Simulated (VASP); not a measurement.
# LiBe24 in VASP: further runs, part 3 of 3

VASP 6.6.1. The steps go on from the part before.

## 5. Single point, LDA

Contents of INCAR:

```
ALGO = Normal ; DIPOL = 0.5 0.5 0.321
EDIFF = 1E-6 ; ENCUT = 520
GGA = CA ; IDIPOL = 3
ISIF = 2 ; ISMEAR = 0
LASPH = True ; LCHARG = False
LDIPOL = True ; LREAL = Auto
LWAVE = False ; NBANDS = 44
NELM = 100 ; PREC = Accurate
SIGMA = 0.1
```

Contents of KPOINTS:

```
k-points
0
Gamma
  6 4 1
```

Contents of POSCAR:

```
LiBe24
1.0
    4.4524297775      0.0000000000      0.0000000000
    0.0000000000      7.0331519566      0.0000000000
    0.0000000000      0.0000000000     19.7998741761
Be Li
24 1
Direct
    0.0000000000      0.3750000000      0.2020214858
    0.0000000000      0.8750000000      0.2020214858
    0.5000000000      0.3750000000      0.2020214858
    0.5000000000      0.8750000000      0.2020214858
    0.2500000000      0.1250000000      0.2344789084
    0.2500000000      0.6250000000      0.2344789084
    0.7500000000      0.1250000000      0.2344789084
    0.7500000000      0.6250000000      0.2344789084
    0.2500000000      0.3750000000      0.2993937535
    0.2500000000      0.8750000000      0.2993937535
    0.7500000000      0.3750000000      0.2993937535
    0.7500000000      0.8750000000      0.2993937535
    0.0000000000      0.1250000000      0.3261495638
    0.0000000000      0.6250000000      0.3261495638
    0.5000000000      0.1250000000      0.3261495638
    0.5000000000      0.6250000000      0.3261495638
    0.0000000000      0.3750000000      0.3969669031
    0.0000000000      0.8750000000      0.3969669031
    0.5000000000      0.3750000000      0.3969669031
    0.5000000000      0.8750000000      0.3969669031
    0.2500000000      0.1250000000      0.4191882283
    0.2500000000      0.6250000000      0.4191882283
    0.7500000000      0.1250000000      0.4191882283
    0.7500000000      0.6250000000      0.4191882283
    0.2500000000      0.1875000000      0.5235599771
```

Potentials or basis: VASP PAW LDA potentials, release 64 (Be, Li_sv).

On the command line:

```
cat potpaw_LDA.64/Be/POTCAR potpaw_LDA.64/Li_sv/POTCAR > POTCAR
mpirun -np 1 vasp_std > vasp.out
```

OUTCAR:

```text
EDIFF = 1E-6
   ENCUT = 520
   GGA = CA
   ISIF = 2
   ISMEAR = 0
   LASPH = True
   LREAL = Auto
   NELM = 100
   PREC = Accurate

 ion  position               nearest neighbor table
   1  0.000  0.375  0.202-   5 2.18   6 2.18   7 2.18   8 2.18   3 2.23   3 2.23  11 2.23   9 2.23

   2  0.000  0.875  0.202-   5 2.18   6 2.18   7 2.18   8 2.18   4 2.23   4 2.23  12 2.23  10 2.23

   3  0.500  0.375  0.202-   5 2.18   6 2.18   7 2.18   8 2.18   1 2.23   1 2.23  11 2.23   9 2.23
[... 39 lines left out ...]
  23  0.750  0.125  0.419-  17 2.13  18 2.13  19 2.13  20 2.13  13 2.15  15 2.15  21 2.23  21 2.23

  24  0.750  0.625  0.419-  17 2.13  18 2.13  19 2.13  20 2.13  14 2.15  16 2.15  22 2.23  22 2.23

  25  0.250  0.188  0.524-  21 2.11

  LATTYP: Found a simple orthorhombic cell.
 ALAT       =     4.4524297775
 B/A-ratio  =     1.5796210851
 C/A-ratio  =     4.4469817977

  Lattice vectors:

 A1 = (   4.4524297775,   0.0000000000,   0.0000000000)
 A2 = (   0.0000000000,   7.0331519566,   0.0000000000)
 A3 = (   0.0000000000,   0.0000000000,  19.7998741761)

Analysis of symmetry for initial positions (statically):
=====================================================================
 Subroutine PRICEL returns:
 Original cell was already a primitive cell.

 Routine SETGRP: Setting up the symmetry group for a
 simple orthorhombic supercell.

 Subroutine GETGRP returns: Found  2 space group operations
 (whereof  1 operations were pure point group operations)
 out of a pool of  8 trial point group operations.

The static configuration has the point symmetry C_1 .
 The point group associated with its full space group is C_1h.

Analysis of symmetry for dynamics (positions and initial velocities):
=====================================================================
 Subroutine PRICEL returns:
 Original cell was already a primitive cell.

 Routine SETGRP: Setting up the symmetry group for a
 simple orthorhombic supercell.

 Subroutine GETGRP returns: Found  2 space group operations
 (whereof  1 operations were pure point group operations)
 out of a pool of  8 trial point group operations.

[... 167 lines left out ...]
  energy-cutoff  :      520.00
  volume of cell :      620.03
 maximum number of plane-waves:     16734
 NGX is ok and might be reduce to    36
   NGX = 17   NGY = 27   NGZ = 73

 number of electron      50.9999996 magnetization

 dipolmoment           0.000000      0.000000     -0.481499 electrons x Angstroem

 Free energy of the ion-electron system (eV)
  ---------------------------------------------------
  ext. energy  EPLUGINS =         0.00000000
  ---------------------------------------------------
  free energy    TOTEN  =       -94.98995941 eV

  energy without entropy =      -94.95746428  energy(sigma->0) =      -94.97371184

 E-fermi :  -0.2346     XC(G=0):  -4.4872

 val. band max:       -0.2471731698   @ k =   0.0000   0.5000   0.0000
 cond. band min:      -0.2281316193   @ k =   0.3333   0.2500   0.0000
 fundamental gap:      0.0190415506
 Fermi energy:        -0.2346052606

 k-point     1 :       0.0000    0.0000    0.0000
  band No.  band energies     occupation
      1     -47.7908      2.00000
      2     -10.6534      2.00000
      3      -8.5722      2.00000
      4      -8.5235      2.00000
      5      -8.4998      2.00000
      6      -6.4335      2.00000
[... 469 lines left out ...]
     36       3.3388      0.00000
     37       3.7514      0.00000
 [bands above 37 left out]

------------------------ aborting loop because EDIFF is reached ----------------------------------------

 vacuum level on the upper side and lower side of the slab       (xc-potential included)        -1.672         1.138

  FORCE on cell =-STRESS in cart. coord.  units (eV):
  Direction    XX          YY          ZZ          XY          YZ          ZX
  --------------------------------------------------------------------------------------
  -------------------------------------------------------------------------------------
  Total       -0.7947245     -2.8293524     -1.6945585      0.0000000      0.7757370      0.0000000
  in kB       -2.0536086     -7.3111907     -4.3788256      0.0000000      2.0045439      0.0000000
  external PRESSURE =      -4.5812083 kB  Pullay stress =       0.0000000 kB

 VOLUME and BASIS-vectors are now :
 -----------------------------------------------------------------------------
  energy-cutoff  :      520.00
  volume of cell :      620.03
      direct lattice vectors                 reciprocal lattice vectors
     4.452429777  0.000000000  0.000000000     0.224596468  0.000000000  0.000000000
     0.000000000  7.033151957  0.000000000     0.000000000  0.142183761  0.000000000
     0.000000000  0.000000000 19.799874176     0.000000000  0.000000000  0.050505371

 POSITION                                       TOTAL-FORCE (eV/Angst)
 -----------------------------------------------------------------------------------
      0.00000      2.63743      4.00000         0.001407      0.024393      0.573250
      0.00000      6.15401      4.00000         0.009267     -0.019030      0.568933
      2.22621      2.63743      4.00000        -0.001407      0.024393      0.573250
      2.22621      6.15401      4.00000        -0.009267     -0.019030      0.568933
      1.11311      0.87914      4.64265         0.000000      0.004540     -0.677322
      1.11311      4.39572      4.64265         0.000000     -0.001286     -0.730860
[... 17 lines left out ...]
      3.33932      4.39572      8.29987         0.000000      0.024697     -0.060142
      1.11311      1.31872     10.36642         0.000000      0.332755     -0.016050
 -----------------------------------------------------------------------------------
    total drift:                                0.000000      0.006529     -0.003065

  FREE ENERGIE OF THE ION-ELECTRON SYSTEM (eV)
  ---------------------------------------------------
  free  energy   TOTEN  =       -94.9899594054 eV

  energy  without entropy=      -94.9574642791  energy(sigma->0) =      -94.97371184

 vacuum level on the upper side and lower side of the slab         1.168         4.049
```

OSZICAR:

```text
N       E                     dE             d eps       ncg     rms          rms(c)
DAV:   1     0.201306480227E+03    0.20131E+03   -0.16937E+04  1056   0.858E+02
DAV:   2    -0.834971693565E+02   -0.28480E+03   -0.26970E+03  1448   0.179E+02
[... 18 lines left out ...]
DAV:  21    -0.949899135690E+02   -0.64363E-04   -0.19725E-05  1148   0.619E-03    0.265E-03
DAV:  22    -0.949899370025E+02   -0.23433E-04   -0.72384E-06  1004   0.401E-03    0.140E-03
DAV:  23    -0.949899499731E+02   -0.12971E-04   -0.21407E-06  1048   0.276E-03    0.536E-04
DAV:  24    -0.949899570591E+02   -0.70860E-05   -0.99030E-07   928   0.154E-03    0.275E-04
DAV:  25    -0.949899590176E+02   -0.19585E-05   -0.24024E-07   976   0.831E-04    0.112E-04
DAV:  26    -0.949899594054E+02   -0.38786E-06   -0.49260E-08  1008   0.474E-04
   1 F= -.94989959E+02 E0= -.94973712E+02  d E =-.324951E-01
```

It took 11 min on 1 thread of AMD EPYC 7R13 (Zen 3), shared host; peak memory 0.54 GiB.

Results:

```yaml
Free_energy: -94.9900 eV
Largest_force: 1.325 eV/Å
Band_gap_on_the_k_mesh: zero (an odd number of electrons rules out a gap without spin polarisation)
```

Forces in eV/Å, atoms in the order of the input:
```
Be   0.001  0.024  0.573
Be   0.009 -0.019  0.569
Be  -0.001  0.024  0.573
Be  -0.009 -0.019  0.569
Be   0.000  0.005 -0.677
Be   0.000 -0.001 -0.731
Be   0.000  0.007 -0.639
Be   0.000 -0.023 -0.736
Be   0.000  0.039  0.177
Be   0.000 -0.041  0.177
Be   0.000  0.025  0.176
Be   0.000 -0.041  0.146
Be   0.019 -0.010  0.042
Be   0.010  0.004 -0.034
Be  -0.019 -0.010  0.042
Be  -0.010  0.004 -0.034
Be   0.051  0.031  0.274
Be   0.009 -0.068  0.181
Be  -0.051  0.031  0.274
Be  -0.009 -0.068  0.181
Be   0.000 -0.264 -1.298
Be   0.000  0.011 -0.074
Be   0.000  0.001  0.346
Be   0.000  0.025 -0.060
Li   0.000  0.333 -0.016
```

Caveat: the cutoff is under 1.25 times the usual one of these potentials, so pressure, stress and relaxed cells hold a basis-set (Pulay) error.

## 6. Relaxation of the atoms, LDA

Contents of INCAR:

```
SYSTEM = LiBe24
ALGO = Normal
DIPOL = 0.5 0.5 0.321
EDIFF = 1E-6
EDIFFG = -0.025
ENCUT = 520
IBRION = 2
IDIPOL = 3
ISIF = 2
ISMEAR = 0
KPAR = 4
LASPH = .TRUE.
LCHARG = .FALSE.
LDIPOL = .TRUE.
LREAL = Auto
LWAVE = .FALSE.
NELM = 80
NSW = 36
PREC = Accurate
SIGMA = 0.1
```

Contents of KPOINTS:

```
k-points
0
G
  6 4 1
  0 0 0
```

Contents of POSCAR:

```
LiBe24
1.0
    4.4524297775      0.0000000000      0.0000000000
    0.0000000000      7.0331519566      0.0000000000
    0.0000000000      0.0000000000     19.7998741761
Be Li
24 1
Selective dynamics
Direct
    0.0000000000      0.3750000000      0.2020214858  F F F
    0.0000000000      0.8750000000      0.2020214858  F F F
    0.5000000000      0.3750000000      0.2020214858  F F F
    0.5000000000      0.8750000000      0.2020214858  F F F
    0.2500000000      0.1250000000      0.2344789084  F F F
    0.2500000000      0.6250000000      0.2344789084  F F F
    0.7500000000      0.1250000000      0.2344789084  F F F
    0.7500000000      0.6250000000      0.2344789084  F F F
    0.2500000000      0.3750000000      0.2993937535  F F F
    0.2500000000      0.8750000000      0.2993937535  F F F
    0.7500000000      0.3750000000      0.2993937535  F F F
    0.7500000000      0.8750000000      0.2993937535  F F F
    0.0000000000      0.1250000000      0.3261495638  F F F
    0.0000000000      0.6250000000      0.3261495638  F F F
    0.5000000000      0.1250000000      0.3261495638  F F F
    0.5000000000      0.6250000000      0.3261495638  F F F
    0.0000000000      0.3750000000      0.3969669031  F F F
    0.0000000000      0.8750000000      0.3969669031  F F F
    0.5000000000      0.3750000000      0.3969669031  F F F
    0.5000000000      0.8750000000      0.3969669031  F F F
    0.2500000000      0.1250000000      0.4191882283  F F F
    0.2500000000      0.6250000000      0.4191882283  F F F
    0.7500000000      0.1250000000      0.4191882283  F F F
    0.7500000000      0.6250000000      0.4191882283  F F F
    0.5000000000      0.3125000000      0.5079912526  F F T
```

Potentials or basis: VASP PAW LDA potentials, release 64 (Be, Li_sv).

On the command line:

```
cat potpaw_LDA.64/Be/POTCAR potpaw_LDA.64/Li_sv/POTCAR > POTCAR
mpirun -np 4 vasp_std > vasp.out
```

Run time: 4.3 min. Hardware: 4 MPI ranks of Intel Xeon Platinum 8259CL at 2.50GHz (Skylake/Cascade Lake), shared host; peak memory 0.57 GiB.

Results (log left out):

```yaml
Free_energy: -95.5229 eV
Energy_gained_by_relaxing: 0.0 meV/atom
Ionic_steps: 3
Band_gap_on_the_k_mesh: zero (an odd number of electrons rules out a gap without spin polarisation)
```

Step by step:
| step | energy change (eV) | largest force on free atoms (eV/Å) | pressure (GPa) |
| --- | --- | --- | --- |
| 1 | 0.0000 | 0.0922 | -0.44 |
| 2 | -0.0004 | 0.0736 | -0.43 |
| 3 | -0.0010 | 0.0160 | -0.42 |

Final structure:
```yaml
crystal:
  lattice:
    - [4.45243, 0.00000, 0.00000]
    - [0.00000, 7.03315, 0.00000]
    - [0.00000, 0.00000, 19.79987]
  atoms:
    - { symbol: Be, position: [0.00000, 0.37500, 0.20202] }
    - { symbol: Be, position: [0.00000, 0.87500, 0.20202] }
    - { symbol: Be, position: [0.50000, 0.37500, 0.20202] }
    - { symbol: Be, position: [0.50000, 0.87500, 0.20202] }
    - { symbol: Be, position: [0.25000, 0.12500, 0.23448] }
    - { symbol: Be, position: [0.25000, 0.62500, 0.23448] }
    - { symbol: Be, position: [0.75000, 0.12500, 0.23448] }
    - { symbol: Be, position: [0.75000, 0.62500, 0.23448] }
    - { symbol: Be, position: [0.25000, 0.37500, 0.29939] }
    - { symbol: Be, position: [0.25000, 0.87500, 0.29939] }
    - { symbol: Be, position: [0.75000, 0.37500, 0.29939] }
    - { symbol: Be, position: [0.75000, 0.87500, 0.29939] }
    - { symbol: Be, position: [0.00000, 0.12500, 0.32615] }
    - { symbol: Be, position: [0.00000, 0.62500, 0.32615] }
    - { symbol: Be, position: [0.50000, 0.12500, 0.32615] }
    - { symbol: Be, position: [0.50000, 0.62500, 0.32615] }
    - { symbol: Be, position: [0.00000, 0.37500, 0.39697] }
    - { symbol: Be, position: [0.00000, 0.87500, 0.39697] }
    - { symbol: Be, position: [0.50000, 0.37500, 0.39697] }
    - { symbol: Be, position: [0.50000, 0.87500, 0.39697] }
    - { symbol: Be, position: [0.25000, 0.12500, 0.41919] }
    - { symbol: Be, position: [0.25000, 0.62500, 0.41919] }
    - { symbol: Be, position: [0.75000, 0.12500, 0.41919] }
    - { symbol: Be, position: [0.75000, 0.62500, 0.41919] }
    - { symbol: Li, position: [0.50000, 0.31250, 0.50709] }
```

Levels at points of the mesh, in eV from the Fermi level:
| k point | band 23 | band 24 | band 25 | band 26 | band 27 | band 28 | band 29 | band 30 |
| --- | --- | --- | --- | --- | --- | --- | --- | --- |
| (0.00, 0.00, 0.00) | -1.12 | -0.72 | -0.22 | -0.22 | 0.20 | 0.39 | 1.33 | 1.94 |
| (0.50, 0.00, 0.00) | -1.36 | 0.57 | 0.72 | 0.85 | 1.12 | 1.27 | 1.29 | 1.44 |
| (0.00, 0.50, 0.00) | -1.15 | -1.00 | -0.98 | -0.23 | -0.03 | 0.74 | 0.92 | 1.83 |
| (0.50, 0.50, 0.00) | -0.94 | -0.74 | -0.63 | 0.28 | 0.40 | 0.41 | 0.44 | 2.20 |

Caveat: the cutoff is under 1.25 times the usual one of these potentials, so pressure, stress and relaxed cells hold a basis-set (Pulay) error.

## 7. The runs side by side

| task | cell | atoms held along some axes (from 0) | gap on the mesh (eV) | largest force (eV/Å) |
| --- | --- | --- | --- | --- |
| single point | as given, atomic positions A | - | none | 1.36 |
| single point | as given, atomic positions B | - | none | 1.05 |
| single point | as given, atomic positions C | - | none | 0.71 |
| single point | as given, atomic positions D | - | none | 1.32 |
| relaxation of the atoms | atoms relaxed, atomic positions E | atom 24 along a and b | none | - |

Alike in all rows: level LDA; potentials or basis VASP PAW LDA potentials, release 64 (Be, Li_sv); no spin polarisation; k mesh 6 × 4 × 1; cutoff (eV) 520; smearing gaussian 0.1 eV.

Caveats: the cutoff is under 1.25 times the usual one of these potentials, so pressure, stress and relaxed cells hold a basis-set (Pulay) error.

Total energies depend on the potentials used, so only differences within one code and one set of settings carry meaning.

The gap in the log of VASP goes by the Fermi energy; the results here count the filled bands.